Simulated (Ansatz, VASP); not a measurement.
Two plane-wave programs on Se

```
Se
1.0
     5.43325    3.13689    1.47638
    -5.43325    3.13689    1.47638
     0.00000   -6.27377    1.47638
Se
6
Direct
  0.30387 0.16912 0.91605
  0.91605 0.30387 0.16912
  0.16912 0.91605 0.30387
  0.69613 0.83088 0.08395
  0.08395 0.69613 0.83088
  0.83088 0.08395 0.69613
```

Alike in both runs: functional PBE; dispersion D3(BJ); k mesh 6 × 6 × 6; occupations gaussian, width 0.02 eV; no spin polarisation.

Ansatz relaxed the structure, and its values are those at the end. VASP's run is a single point on that final structure, the one shown.

```csv
,VASP,Ansatz
version,VASP 6.6.1,Ansatz 0.2.0
potentials or method,"VASP PAW PBE potentials, release 64 (Se), cutoff 520 eV","scalar-relativistic, plane waves, PAW"
valence electrons in the cell,36,96
```

|  | VASP | Ansatz | Ansatz less VASP |
| --- | --- | --- | --- |
| gap on the k mesh at the Fermi level (eV) | 1.03 | 1.03 | +0.001 |
| least direct gap on the mesh (eV) | 1.11 | 1.11 | +0.002 |
| pressure (GPa) | 0.1 | 0.0 | -0.10 |
| rms of the force components (eV/Å) | 0.013 | 0.000 | -0.0128 |

VASP's potentials hold 36 valence electrons a cell and Ansatz's 96, so a difference there can come from the potentials and not from the codes.
